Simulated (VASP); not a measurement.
Set up this calculation in VASP 6.6.1, as the native input.

| Property | Result |
| --- | --- |
| Task | single point |
| Functional | PBE |
| Potentials or basis | VASP PAW PBE potentials, release 64 (Be, Cd) |
| Cutoff | 520 eV |
| k mesh | 12 × 12 × 1 |
| Occupations | gaussian, width 0.1 eV |
| Spin | no spin polarisation |
| Dipole correction | yes |
| Further INCAR settings | ALGO = Fast; EDIFF = 1e-06; NBANDS = 17 |

The structure of Be3Cd lies in POSCAR:

```
Be3Cd
1.0
    4.7081448989      0.0000000000      0.0000000000
   -2.3540724495      4.0773730872      0.0000000000
    0.0000000000      0.0000000000     23.8000000000
Be Cd
3 1
Direct
    0.5000000000      0.0000000000      0.2941176471
    0.0000000000      0.5000000000      0.2941176471
    0.5000000000      0.5000000000      0.2941176471
    0.0000000000      0.0000000000      0.2941176471
```

The cell was built from a structure type or drawn by symmetry, and may not be a known phase.

The input as run:

INCAR

```
PREC     = Accurate       # precision mode
ENCUT    = 520            # plane-wave cutoff, eV
EDIFF    = 1E-6           # SCF threshold, eV
ISMEAR   = 0              # smearing method
SIGMA    = 0.1            # smearing width, eV
LREAL    = False          # projectors in reciprocal space
LASPH    = True           # aspherical terms in the spheres
NELM     = 100            # most SCF steps
ALGO     = Fast           # electronic algorithm
ISIF     = 2              # what is computed and relaxed
LWAVE    = False          # write WAVECAR
LCHARG   = False          # write CHGCAR
LDIPOL   = True         
IDIPOL   = 3            
DIPOL    = 0.5 0.5 0.294
GGA      = PE             # functional
NBANDS   = 17             # bands
```

KPOINTS

```
regular mesh
0
Gamma
  12 12 1
```

Potentials or basis: VASP PAW PBE potentials, release 64 (Be, Cd).

The run is started by

```console
$ cat potpaw_PBE.64/Be/POTCAR potpaw_PBE.64/Cd/POTCAR > POTCAR
$ mpirun -np 1 vasp_std > vasp.out
```

Results of the run:

```json
{"Band gap on the k mesh": "zero (bands 9 and 10 overlap by 2.78 eV)"}
```

Run time: 2.7 min on 1 thread of AMD EPYC 9R45 96-Core Processor (Zen 5), on a shared host, peak memory 0.57 GiB.
